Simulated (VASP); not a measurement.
Wanted: the native input for a VASP 6.6.1 run.

```yaml
Task: single point
Functional: PBE
Potentials_or_basis: VASP PAW PBE potentials, release 64 (In_d, As)
Cutoff: 520 eV
k_mesh: 8 × 8 × 8
Occupations: gaussian, width 0.025 eV
Spin: no spin polarisation
Dipole_correction: no
Further_INCAR_settings: ALGO = Normal; EDIFF = 1e-06; NBANDS = 16
```

The structure of InAs lies in POSCAR:

```
InAs
1.0
    0.0000000000      3.0180000000      3.0180000000
    3.0180000000      0.0000000000      3.0180000000
    3.0180000000      3.0180000000      0.0000000000
In As
1 1
Direct
    0.0000000000      0.0000000000      0.0000000000
    0.7500000000      0.7500000000      0.7500000000
```

One way to write it, as run:

INCAR

```
SYSTEM = InAs
  PREC = Accurate
  ENCUT = 520
  EDIFF = 1E-6
  ISMEAR = 0
  SIGMA = 0.025
  LREAL = .FALSE.
  LASPH = .TRUE.
  NELM = 80
  ALGO = Normal
  ISIF = 2
  LWAVE = .FALSE.
  LCHARG = .FALSE.
  GGA = PE
  NBANDS = 16
```

KPOINTS

```
Automatic mesh
0
G
  8 8 8
  0 0 0
```

Potentials or basis: VASP PAW PBE potentials, release 64 (In_d, As).

Launch:

```sh
$ cat potpaw_PBE.64/In_d/POTCAR potpaw_PBE.64/As/POTCAR > POTCAR
$ mpirun -np 1 vasp_std > vasp.out
```

Results of the run:

| Property | Result |
| --- | --- |
| Pressure | 4.4 GPa |
| Band gap on the k mesh | zero (filled and empty bands touch) |

Caveat: the cell stands under pressure; semilocal functionals underestimate gaps, so a narrow gap can read as zero; spin-orbit coupling is left out, which moves the levels of the heavy elements.

Wall time 28 s on 1 thread of Intel Xeon 8259CL, with other jobs on the host, peak memory 0.19 GiB.
